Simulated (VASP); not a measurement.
# MgS (Fm-3m) in VASP: further runs, part 2 of 2

VASP 6.6.1. Earlier steps stand in the parts before.

### 4 Phonons, r2SCAN

This run uses another cell than the first one, of 17.61 Å³/atom.

Contents of INCAR:

```
SYSTEM = MgS
  PREC = Accurate
  ENCUT = 520
  EDIFF = 1E-8
  ISMEAR = 0
  SIGMA = 0.01
  LREAL = .FALSE.
  LASPH = .TRUE.
  NELM = 60
  ALGO = Normal
  ISIF = 2
  LWAVE = .FALSE.
  LCHARG = .FALSE.
  METAGGA = R2SCAN
  LMIXTAU = .TRUE.
  IBRION = 6
  NFREE = 2
  POTIM = 0.015
  NSW = 1
```

Contents of KPOINTS:

```
Automatic mesh
0
G
  8 8 8
  0 0 0
```

Contents of POSCAR:

```
MgS
1.0
    2.6016500000      2.6016500000      0.0000000000
   -2.6016500000      2.6016500000      0.0000000000
    0.0000000000      2.6016500000      2.6016500000
Mg S
1 1
Direct
    0.0000000000      0.0000000000      0.0000000000
    0.5000000000      0.5000000000      0.0000000000
```

Potentials or basis: VASP PAW PBE potentials, release 64 (Mg, S).

The run is started by

```console
$ cat potpaw_PBE.64/Mg/POTCAR potpaw_PBE.64/S/POTCAR > POTCAR
$ mpirun -np 1 vasp_std > vasp.out
```

OUTCAR:

```text
SYSTEM = MgS
   PREC = Accurate
   ENCUT = 520
   EDIFF = 1E-8
   ISMEAR = 0
   LREAL = .FALSE.
   LASPH = .TRUE.
   NELM = 60
   ISIF = 2
   METAGGA = R2SCAN
   IBRION = 6
   NFREE = 2
   POTIM = 0.015
   NSW = 1

 ion  position               nearest neighbor table
   1  0.000  0.000  0.000-   2 2.60   2 2.60   2 2.60   2 2.60   2 2.60   2 2.60
   2  0.500  0.500  0.000-   1 2.60   1 2.60   1 2.60   1 2.60   1 2.60   1 2.60

  LATTYP: Found a face centered cubic cell.
 ALAT       =     5.2033000000
[... 647 lines left out ...]
  x     0.00000     0.00000     0.00000     0.00000     0.00000     0.00000
  y     0.00000     0.00000     0.00000     0.00000     0.00000     0.00000
  z     0.00000     0.00000     0.00000     0.00000     0.00000     0.00000

 INTERNAL STRAIN TENSOR FOR ION    2 for displacements in x,y,z  (eV/Angst):
          X           Y           Z          XY          YZ          ZX
  --------------------------------------------------------------------------------
  x     0.00000     0.00000     0.00000     0.00000     0.00000     0.00000
  y     0.00000     0.00000     0.00000     0.00000     0.00000     0.00000
  z     0.00000     0.00000     0.00000     0.00000     0.00000     0.00000

 Eigenvectors and eigenvalues of the dynamical matrix
 ----------------------------------------------------

   1 f  =    7.049218 THz    44.291545 2PiTHz  235.136614 cm-1    29.153211 meV
             X         Y         Z           dx          dy          dz
      0.000000  0.000000  0.000000    -0.000000   -0.000000    0.755987
      0.000000  2.601650  0.000000     0.000000   -0.000000   -0.654586
[... 21 lines left out ...]
   6 f/i=    0.019070 THz     0.119821 2PiTHz    0.636108 cm-1     0.078867 meV
             X         Y         Z           dx          dy          dz
      0.000000  0.000000  0.000000    -0.000000   -0.633374   -0.165288
      0.000000  2.601650  0.000000    -0.000000   -0.731490   -0.190893

 ELASTIC MODULI CONTR FROM IONIC RELAXATION (kBar)
 Direction    XX          YY          ZZ          XY          YZ          ZX
 --------------------------------------------------------------------------------
 XX           0.0000      0.0000      0.0000      0.0000      0.0000      0.0000
 YY           0.0000      0.0000      0.0000      0.0000      0.0000      0.0000
 ZZ           0.0000      0.0000      0.0000      0.0000      0.0000      0.0000
 XY           0.0000      0.0000      0.0000      0.0000      0.0000      0.0000
 YZ           0.0000      0.0000      0.0000      0.0000      0.0000      0.0000
 ZX           0.0000      0.0000      0.0000      0.0000      0.0000      0.0000
 --------------------------------------------------------------------------------
```

Run time: 4.6 min. Hardware: 1 thread of Intel Xeon Platinum 8259CL at 2.50GHz (Skylake/Cascade Lake), shared host; peak memory 0.19 GiB.

What came out:

| Item | Value |
| --- | --- |
| Highest phonon frequency at Γ, LO-TO splitting left out | 235 cm⁻¹ |

Phonon frequencies in cm⁻¹ (negative: imaginary):
```csv
q point,frequencies
"(0.000, 0.000, 0.000)",-1 -1 -1 235 235 235
```

Caveat: the PAW data sets were made with another functional, which shifts forces and pressure a little.

### 5 Phonons, r2SCAN

This run uses another cell than the first one, of 18.08 Å³/atom.

Contents of INCAR:

```
SYSTEM = MgS
ALGO = Normal ; EDIFF = 1E-8
ENCUT = 520 ; IBRION = 6
ISIF = 2 ; ISMEAR = 0
LASPH = .True. ; LCHARG = .False.
LMIXTAU = .True. ; LREAL = .False.
LWAVE = .False. ; METAGGA = R2SCAN
NELM = 60 ; NFREE = 2
NSW = 1 ; POTIM = 0.015
PREC = Accurate ; SIGMA = 0.01
```

Contents of KPOINTS:

```
k-points
0
Gamma
  8 8 8
  0 0 0
```

Contents of POSCAR:

```
MgS
1.0
    2.6244412125      2.6244412125      0.0000000000
   -2.6244412125      2.6244412125      0.0000000000
    0.0000000000      2.6244412125      2.6244412125
Mg S
1 1
Direct
    0.0000000000      0.0000000000      0.0000000000
    0.5000000000      0.5000000000      0.0000000000
```

Potentials or basis: VASP PAW PBE potentials, release 64 (Mg, S).

The run is started by

```console
$ cat potpaw_PBE.64/Mg/POTCAR potpaw_PBE.64/S/POTCAR > POTCAR
$ mpirun -np 1 vasp_std > vasp.out
```

OUTCAR:

```text
SYSTEM = MgS
   EDIFF = 1E-8
   ENCUT = 520
   IBRION = 6
   ISIF = 2
   ISMEAR = 0
   LASPH = .True.
   LREAL = .False.
   METAGGA = R2SCAN
   NELM = 60
   NFREE = 2
   NSW = 1
   POTIM = 0.015
   PREC = Accurate

 ion  position               nearest neighbor table
   1  0.000  0.000  0.000-   2 2.62   2 2.62   2 2.62   2 2.62   2 2.62   2 2.62
   2  0.500  0.500  0.000-   1 2.62   1 2.62   1 2.62   1 2.62   1 2.62   1 2.62

  LATTYP: Found a face centered cubic cell.
 ALAT       =     5.2488824250

  Lattice vectors:

 A1 = (   0.0000000000,   2.6244412125,   2.6244412125)
 A2 = (   2.6244412125,   0.0000000000,   2.6244412125)
 A3 = (   2.6244412125,   2.6244412125,   0.0000000000)

Analysis of symmetry for initial positions (statically):
=====================================================================
 Subroutine PRICEL returns:
 Original cell was already a primitive cell.

 Routine SETGRP: Setting up the symmetry group for a
 face centered cubic supercell.

 Subroutine GETGRP returns: Found 48 space group operations
 (whereof 48 operations were pure point group operations)
 out of a pool of 48 trial point group operations.

The static configuration has the point symmetry O_h .

Analysis of symmetry for dynamics (positions and initial velocities):
=====================================================================
 Subroutine PRICEL returns:
 Original cell was already a primitive cell.

 Routine SETGRP: Setting up the symmetry group for a
 face centered cubic supercell.

 Subroutine GETGRP returns: Found 48 space group operations
 (whereof 48 operations were pure point group operations)
 out of a pool of 48 trial point group operations.
[... 308 lines left out ...]
 fundamental gap:      3.3762708085
 Fermi energy:         3.3658378819

 k-point     1 :       0.0000    0.0000    0.0000
  band No.  band energies     occupation
      1      -9.7693      2.00000
      2       3.2632      2.00000
      3       3.2636      2.00000
      4       3.2636      2.00000
      5       7.6614      0.00000
      6      11.8106      0.00000
      7      11.8106      0.00000
      8      11.8110      0.00000
[... 243 lines left out ...]
 k-point    24 :       0.5000    0.2500    0.1250
  band No.  band energies     occupation
      1      -8.3118      2.00000
      2      -0.9512      2.00000
      3       1.1772      2.00000
      4       2.1367      2.00000
      5       9.4185      0.00000
      6       9.9813      0.00000
      7      12.2766      0.00000
      8      13.3598      0.00000

 [... further k-points ...]

------------------------ aborting loop because EDIFF is reached ----------------------------------------

  FORCE on cell =-STRESS in cart. coord.  units (eV):
  Direction    XX          YY          ZZ          XY          YZ          ZX
  --------------------------------------------------------------------------------------
  -------------------------------------------------------------------------------------
  Total       -0.5447960     -0.5507825     -0.5507825      0.0000000      0.0000000      0.0000000
  in kB      -24.1437076    -24.4090086    -24.4090086      0.0000000      0.0000000      0.0000000
  external PRESSURE =     -24.3205750 kB  Pullay stress =       0.0000000 kB
[... 17 lines left out ...]
  FREE ENERGIE OF THE ION-ELECTRON SYSTEM (eV)
  ---------------------------------------------------
  free  energy   TOTEN  =       -15.5017940378 eV

  energy  without entropy=      -15.5017940378  energy(sigma->0) =      -15.50179404

 INTERNAL STRAIN TENSORS FROM DISPLACED ATOMS
 ============================================

 INTERNAL STRAIN TENSOR FOR ION    1 for displacements in x,y,z  (eV/Angst):
          X           Y           Z          XY          YZ          ZX
  --------------------------------------------------------------------------------
  x     0.00000     0.00000     0.00000     0.00000     0.00000     0.00000
  y     0.00000     0.00000     0.00000     0.00000     0.00000     0.00000
  z     0.00000     0.00000     0.00000     0.00000     0.00000     0.00000

 INTERNAL STRAIN TENSOR FOR ION    2 for displacements in x,y,z  (eV/Angst):
          X           Y           Z          XY          YZ          ZX
  --------------------------------------------------------------------------------
  x     0.00000     0.00000     0.00000     0.00000     0.00000     0.00000
  y     0.00000     0.00000     0.00000     0.00000     0.00000     0.00000
  z     0.00000     0.00000     0.00000     0.00000     0.00000     0.00000

 Eigenvectors and eigenvalues of the dynamical matrix
 ----------------------------------------------------

   1 f  =    6.482086 THz    40.728148 2PiTHz  216.219118 cm-1    26.807742 meV
             X         Y         Z           dx          dy          dz
      0.000000  0.000000  0.000000     0.754206   -0.000000    0.000000
      0.000000  2.624441  0.000000    -0.656638    0.000000    0.000000
[... 21 lines left out ...]
   6 f/i=    0.000082 THz     0.000516 2PiTHz    0.002739 cm-1     0.000340 meV
             X         Y         Z           dx          dy          dz
      0.000000  0.000000  0.000000    -0.522444    0.379318    0.119767
      0.000000  2.624441  0.000000    -0.600071    0.435680    0.137563

 ELASTIC MODULI CONTR FROM IONIC RELAXATION (kBar)
 Direction    XX          YY          ZZ          XY          YZ          ZX
 --------------------------------------------------------------------------------
 XX           0.0000      0.0000      0.0000      0.0000      0.0000      0.0000
 YY           0.0000      0.0000      0.0000      0.0000      0.0000      0.0000
 ZZ           0.0000      0.0000      0.0000      0.0000      0.0000      0.0000
 XY           0.0000      0.0000      0.0000      0.0000      0.0000      0.0000
 YZ           0.0000      0.0000      0.0000      0.0000      0.0000      0.0000
 ZX           0.0000      0.0000      0.0000      0.0000      0.0000      0.0000
 --------------------------------------------------------------------------------
```

OSZICAR:

```text
N       E                     dE             d eps       ncg     rms          rms(c)
DAV:   1     0.175472334006E+02    0.17547E+02   -0.37807E+03   464   0.840E+02
DAV:   2    -0.159110128746E+02   -0.33458E+02   -0.31898E+02   616   0.110E+02
DAV:   3    -0.171145393502E+02   -0.12035E+01   -0.12035E+01   560   0.292E+01
[... 73 lines left out ...]
DAV:  11    -0.155017939933E+02   -0.70267E-07   -0.82684E-09   608   0.105E-03    0.147E-03
DAV:  12    -0.155017938763E+02    0.11701E-06   -0.10713E-08   784   0.112E-03    0.685E-04
DAV:  13    -0.155017940442E+02   -0.16788E-06   -0.38279E-08   992   0.200E-03    0.727E-05
DAV:  14    -0.155017940307E+02    0.13468E-07   -0.34483E-10   496   0.243E-04    0.119E-04
DAV:  15    -0.155017940378E+02   -0.71163E-08   -0.72991E-11   544   0.114E-04
   5 F= -.15501794E+02 E0= -.15501794E+02  d E =-.111705E-49
```

It took 5.1 min on 1 thread of Intel Xeon Platinum 8259CL at 2.50GHz (Skylake/Cascade Lake), shared host; peak memory 0.19 GiB.

What came out:

```yaml
Highest_phonon_frequency_at_Γ_LO-TO_splitting_left_out: 216 cm⁻¹
```

Phonon frequencies in cm⁻¹ (negative: imaginary):
```tsv
q point	frequencies
(0.000, 0.000, 0.000)	0 0 0 216 216 216
```

Caveat: the cell stands under pressure or tension, which shifts response properties; the PAW data sets were made with another functional, which shifts forces and pressure a little.
